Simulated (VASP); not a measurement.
# GaSb3 (Fm-3m) in VASP: notebook

GaSb3 is run at these levels: PBE+D3(BJ); tasks: single point.

Program: VASP 6.6.1. These are calculated values, not measurements. Logs are shortened: lines on timing, memory, paths and dates and some standing lists are left out, and cuts for length are marked.

### Step 1. The cell of the first run

Symmetry: Fm-3m, No. 225, cubic system. The conventional cell has a = 7.296 Å, b = 7.296 Å, c = 7.296 Å, α = 90.00°, β = 90.00°, γ = 90.00°. Ga (site symmetry m-3m) has 14 Sb at 3.16 to 3.65 Å within 4.2 Å. Within 4.2 Å of Sb (site symmetry -43m) lie 10 Sb at 3.16 to 3.65 Å and 4 Ga at 3.16 Å. Sb (site symmetry m-3m) has 8 Sb at 3.16 Å and 6 Ga at 3.65 Å within 4.2 Å.

### Step 2. Single point, PBE+D3(BJ)

INCAR

```
SYSTEM = GaSb3
ALGO     = Normal         ! electronic algorithm
EDIFF    = 1E-6           ! SCF threshold, eV
ENCUT    = 520            ! plane-wave cutoff, eV
GGA      = PE             ! functional
ISIF     = 2              ! what is computed and relaxed
ISMEAR   = 0              ! smearing method
IVDW     = 12             ! dispersion correction
LASPH    = .TRUE.         ! aspherical terms in the spheres
LCHARG   = .FALSE.        ! write CHGCAR
LREAL    = .FALSE.        ! projectors in reciprocal space
LWAVE    = .FALSE.        ! write WAVECAR
NBANDS   = 54             ! bands
NELM     = 100            ! most SCF steps
PREC     = Accurate       ! precision mode
SIGMA    = 0.15           ! smearing width, eV
```

KPOINTS

```
k-points
0
G
  11 11 4
  0 0 0
```

POSCAR

```
GaSb3
1.0
    3.6478901002     -3.6478901002      0.0000000000
    3.6478901002      0.0000000000     -3.6478901002
    7.2957802004      7.2957802004      7.2957802004
Ga Sb
3 9
Direct
    1.0000000000      0.0000000000      0.0000000000
    0.3333333333      0.3333333333      0.6666666667
    0.6666666667      0.6666666667      0.3333333333
    0.6666666667      0.6666666667      0.5833333333
    1.0000000000      0.0000000000      0.2500000000
    0.3333333333      0.3333333333      0.9166666667
    0.6666666667      0.6666666667      0.0833333333
    1.0000000000      0.0000000000      0.7500000000
    0.3333333333      0.3333333333      0.4166666667
    0.6666666667      0.6666666667      0.8333333333
    1.0000000000      0.0000000000      0.5000000000
    0.3333333333      0.3333333333      0.1666666667
```

Potentials or basis: VASP PAW PBE potentials, release 64 (Ga_d, Sb).

Command:

```sh
> cat potpaw_PBE.64/Ga_d/POTCAR potpaw_PBE.64/Sb/POTCAR > POTCAR
> mpirun -np 1 vasp_std > vasp.out
```

OUTCAR:

```text
SYSTEM = GaSb3
   EDIFF = 1E-6
   ENCUT = 520
   GGA = PE
   ISIF = 2
   ISMEAR = 0
   IVDW = 12
   LASPH = .TRUE.
   LREAL = .FALSE.
   NELM = 100
   PREC = Accurate
 IVDW          = 12

 ion  position               nearest neighbor table
   1  0.000  0.000  0.000-   6 3.16   7 3.16   7 3.16   5 3.16   8 3.16   6 3.16   6 3.16   7 3.16

   2  0.333  0.333  0.667-   8 3.16   6 3.16   8 3.16   9 3.16   4 3.16   4 3.16   8 3.16   4 3.16

   3  0.667  0.667  0.333-   5 3.16   9 3.16   4 3.16   9 3.16   7 3.16   5 3.16   5 3.16   9 3.16
[... 15 lines left out ...]
  11  0.000  0.000  0.500-   4 3.16   9 3.16   5 3.16   8 3.16   4 3.16   9 3.16   9 3.16   4 3.16

  12  0.333  0.333  0.167-   5 3.16   5 3.16   6 3.16   9 3.16   7 3.16   7 3.16   5 3.16   7 3.16

  LATTYP: Found a hexagonal cell.
 ALAT       =     5.1588956537
 C/A-ratio  =     2.4494897428

  Lattice vectors:

 A1 = (  -3.6478901002,   0.0000000000,   3.6478901002)
 A2 = (   3.6478901002,  -3.6478901002,   0.0000000000)
 A3 = (   7.2957802004,   7.2957802004,   7.2957802004)

Analysis of symmetry for initial positions (statically):
=====================================================================
 Subroutine PRICEL returns following result:

  LATTYP: Found a face centered cubic cell.
 ALAT       =     7.2957802000

  Lattice vectors:

 A1 = (  -3.6478901002,  -3.6478900998,   0.0000000004)
 A2 = (   0.0000000000,  -3.6478900991,   3.6478901013)
 A3 = (  -3.6478901002,   0.0000000000,   3.6478901002)

   3 primitive cells build up your supercell.

 Routine SETGRP: Setting up the symmetry group for a
 hexagonal supercell.

 Subroutine GETGRP returns: Found 12 space group operations
 (whereof 12 operations were pure point group operations)
 out of a pool of 24 trial point group operations.

The static configuration has the point symmetry D_3d.

Analysis of symmetry for dynamics (positions and initial velocities):
=====================================================================
 Subroutine PRICEL returns following result:

  LATTYP: Found a face centered cubic cell.
 ALAT       =     7.2957802000

  Lattice vectors:

 A1 = (  -3.6478901002,  -3.6478900998,   0.0000000004)
 A2 = (   0.0000000000,  -3.6478900991,   3.6478901013)
 A3 = (  -3.6478901002,   0.0000000000,   3.6478901002)

   3 primitive cells build up your supercell.

[... 120 lines left out ...]
   TEBEG  =    0.0;   TEEND  =   0.0 temperature during run
   PSTRESS=    0.0 pullay stress
   NELECT =      84.0000    total number of electrons
   NUPDOWN=      -1.0000    fix difference up-down
   EMIN   =  10.00;   EMAX   =-10.00  energy-range for DOS
   EFERMI =   0.00;   METHOD = LEGACY
   ISMEAR =     0;   SIGMA  =   0.15  broadening in eV -4-tet -1-fermi 0-gaus
   EFERMI_NEDOS =   21; number of points for ismear=-14 and -15
   IALGO  =     38    algorithm
   IMIX   =      4    mixing-type and parameters
     AMIX     =   0.40;   BMIX     =  1.00
     AMIX_MAG =   1.60;   BMIX_MAG =  1.00
  volume/ion in A,a.u.               =      24.27       163.79
  Fermi-wavevector in a.u.,A,eV,Ry     =   1.081623  2.043970 15.917558  1.169908
  Thomas-Fermi vector in A             =   2.217644
   LORBIT       =      0    0 simple, 1 ext, 2 COOP (PROOUT), +10 PAW based schemes
   GGA     = PE    functional components
   LHFCALC =     F    Hartree Fock is set to
   AEXX    =    0.0000 exact exchange contribution
   IVDW    =    12    specifies the selected vdW correction
   LEPSILON=     F    determine dielectric tensor
   LRPA    =     F    only Hartree local field effects (RPA)
 non-spin polarized calculation
 Gauss-broadening in eV      SIGMA  =   0.15
  energy-cutoff  :      520.00
  volume of cell :      291.26
 maximum number of plane-waves:      7919
   NGX = 19   NGY = 19   NGZ = 47

 number of electron      83.9999983 magnetization

 Free energy of the ion-electron system (eV)
  ---------------------------------------------------
  ext. energy  EPLUGINS =         0.00000000
  ---------------------------------------------------
  free energy    TOTEN  =       -43.41725511 eV

  energy without entropy =      -43.32967368  energy(sigma->0) =      -43.37346440

 E-fermi :   8.2442     XC(G=0): -10.4922

 val. band max:        8.2432333102   @ k =   0.3636  -0.4545   0.2500
 cond. band min:       8.2520759435   @ k =   0.4545   0.1818   0.2500
 fundamental gap:      0.0088426333
 Fermi energy:         8.2442456565

 k-point     1 :       0.0000    0.0000    0.0000
  band No.  band energies     occupation
      1      -6.5460      2.00000
      2      -6.5460      2.00000
      3      -6.5415      2.00000
      4      -6.5415      2.00000
      5      -6.5403      2.00000
      6      -6.5395      2.00000
[... 1357 lines left out ...]
     53      11.2375      0.00000
     54      11.6308      0.00000

 [... further k-points ...]

------------------------ aborting loop because EDIFF is reached ----------------------------------------

 Edisp (eV)   -5.75230

 E8    (eV) :    -2.6549

  FORCE on cell =-STRESS in cart. coord.  units (eV):
  Direction    XX          YY          ZZ          XY          YZ          ZX
  --------------------------------------------------------------------------------------
  -------------------------------------------------------------------------------------
  Total       0.49024     0.49024     0.49024     0.14559     0.14559     0.14559
  in kB       2.69675     2.69675     2.69675     0.80088     0.80088     0.80088
  external pressure =        2.70 kB  Pullay stress =        0.00 kB

 VOLUME and BASIS-vectors are now :
 -----------------------------------------------------------------------------
  energy-cutoff  :      520.00
  volume of cell :      291.26
      direct lattice vectors                 reciprocal lattice vectors
     3.647890100 -3.647890100  0.000000000     0.091377022 -0.182754044  0.091377022
     3.647890100  0.000000000 -3.647890100     0.091377022  0.091377022 -0.182754044
     7.295780200  7.295780200  7.295780200     0.045688511  0.045688511  0.045688511

 POSITION                                       TOTAL-FORCE (eV/Angst)
 -----------------------------------------------------------------------------------
      0.00000      0.00000      0.00000         0.000000     -0.000000     -0.000000
      7.29578      3.64789      3.64789         0.000000     -0.000000     -0.000000
      7.29578     -0.00000     -0.00000         0.000000     -0.000000     -0.000000
      9.11973      1.82395      1.82395         0.000207      0.000207      0.000207
      1.82395      1.82395      1.82395         0.000207      0.000207      0.000207
      9.11973      5.47184      5.47184         0.000207      0.000207      0.000207
      5.47184     -1.82395     -1.82395        -0.000207     -0.000207     -0.000207
      5.47184      5.47184      5.47184        -0.000207     -0.000207     -0.000207
      5.47184      1.82395      1.82395        -0.000207     -0.000207     -0.000207
     10.94367      3.64789      3.64789         0.000000     -0.000000     -0.000000
      3.64789      3.64789      3.64789         0.000000     -0.000000     -0.000000
      3.64789      0.00000      0.00000         0.000000     -0.000000     -0.000000
 -----------------------------------------------------------------------------------
    total drift:                               -0.000000      0.000000      0.000000

  FREE ENERGIE OF THE ION-ELECTRON SYSTEM (eV)
  ---------------------------------------------------
  free  energy   TOTEN  =       -49.1695550750 eV

  energy  without entropy=      -49.0819736444  energy(sigma->0) =      -49.12576436
```

OSZICAR:

```text
N       E                     dE             d eps       ncg     rms          rms(c)
DAV:   1     0.695038362212E+03    0.69504E+03   -0.32500E+04  6534   0.169E+03
DAV:   2     0.573628585370E+02   -0.63768E+03   -0.61688E+03  7120   0.441E+02
DAV:   3    -0.360146588771E+02   -0.93378E+02   -0.88820E+02  7150   0.139E+02
DAV:   4    -0.432151617295E+02   -0.72005E+01   -0.68283E+01  7762   0.357E+01
DAV:   5    -0.434901804486E+02   -0.27502E+00   -0.27187E+00  8476   0.706E+00    0.639E+00
DAV:   6    -0.434382199823E+02    0.51960E-01   -0.19330E-01  8374   0.266E+00    0.333E+00
DAV:   7    -0.434176878678E+02    0.20532E-01   -0.63457E-02  8008   0.118E+00    0.379E-01
DAV:   8    -0.434172009607E+02    0.48691E-03   -0.56167E-03  7136   0.485E-01    0.148E-01
DAV:   9    -0.434172347271E+02   -0.33766E-04   -0.59716E-04  8676   0.994E-02    0.583E-02
DAV:  10    -0.434172609484E+02   -0.26221E-04   -0.76656E-05  7824   0.407E-02    0.261E-02
DAV:  11    -0.434172592441E+02    0.17044E-05   -0.62650E-06  6894   0.968E-03    0.116E-02
DAV:  12    -0.434172558175E+02    0.34265E-05   -0.96694E-07  4024   0.712E-03    0.122E-03
DAV:  13    -0.434172551114E+02    0.70610E-06   -0.37751E-07  4076   0.386E-03
   1 F= -.49169555E+02 E0= -.49125764E+02  d E =-.875814E-01
```

stdout:

```text
POSCAR found type information on POSCAR GaSb
 POSCAR found :  2 types and      12 ions
 scaLAPACK will be used
 LDA part: xc-table for (Slater+PW92), standard interpolation
 POSCAR, INCAR and KPOINTS ok, starting setup
 FFT: planning ... GRIDC
 FFT: planning ... GRID_SOFT
 FFT: planning ... GRID
 WAVECAR not read
 entering main loop
```

Wall time 19 min (1 thread of Intel Xeon Platinum 8259CL at 2.50GHz (Skylake/Cascade Lake), shared host); peak memory 0.84 GiB.

What came out:

```yaml
Free_energy: -49.1696 eV
Pressure: 0.3 GPa
Band_gap_on_the_k_mesh: zero (bands 42 and 43 overlap by 2.99 eV)
Dispersion_energy_per_atom: -0.479 eV
```

Caveat: spin-orbit coupling is left out, which moves the levels of the heavy elements.

### Step 3. Single point, PBE+D3(BJ)

This run uses another cell than the first one: it holds 4 atoms, not 12.

INCAR

```
SYSTEM = GaSb3
  ALGO = Normal
  EDIFF = 1E-7
  ENCUT = 520
  GGA = PE
  ISIF = 2
  ISMEAR = 0
  IVDW = 12
  LASPH = .True.
  LCHARG = .True.
  LELF = .True.
  LREAL = .False.
  LVHAR = .True.
  LWAVE = .False.
  NBANDS = 22
  NELM = 100
  PREC = Accurate
  SIGMA = 0.15
```

KPOINTS

```
k-points
0
Gamma
  8 8 8
  0 0 0
```

POSCAR

```
GaSb3
1.0
    0.0000000000      3.6478901029      3.6478901029
    3.6478901029      0.0000000000      3.6478901029
    3.6478901029      3.6478901029      0.0000000000
Ga Sb
1 3
Direct
    0.0000000000      0.0000000000      0.0000000000
    0.2500000000      0.2500000000      0.2500000000
    0.7500000000      0.7500000000      0.7500000000
    0.5000000000      0.5000000000      0.5000000000
```

Potentials or basis: VASP PAW PBE potentials, release 64 (Ga_d, Sb).

Command:

```sh
> cat potpaw_PBE.64/Ga_d/POTCAR potpaw_PBE.64/Sb/POTCAR > POTCAR
> mpirun -np 1 vasp_std > vasp.out
```

Wall time 78 s (1 thread of Intel Xeon 8259CL, shared host); peak memory 0.27 GiB.

The run converged. Its results:

- Free energy: -16.4408 eV
- Pressure: -0.1 GPa
- Band gap on the k mesh: zero (bands 14 and 15 overlap by 4.14 eV)
- Dispersion energy per atom: -0.479 eV

Levels at points of the mesh, in eV from the Fermi level:
| k point | band 11 | band 12 | band 13 | band 14 | band 15 | band 16 | band 17 | band 18 |
| --- | --- | --- | --- | --- | --- | --- | --- | --- |
| (0.00, 0.00, 0.00) | -2.85 | -2.85 | -2.67 | -2.67 | -2.67 | -0.88 | -0.88 | -0.88 |
| (0.50, 0.00, 0.00) | -3.89 | -2.91 | -2.91 | -0.31 | 0.03 | 2.08 | 2.08 | 2.94 |
| (0.50, 0.50, 0.00) | -5.63 | 0.78 | 1.07 | 1.07 | 1.16 | 1.92 | 1.92 | 2.16 |

Caveat: spin-orbit coupling is left out, which moves the levels of the heavy elements.
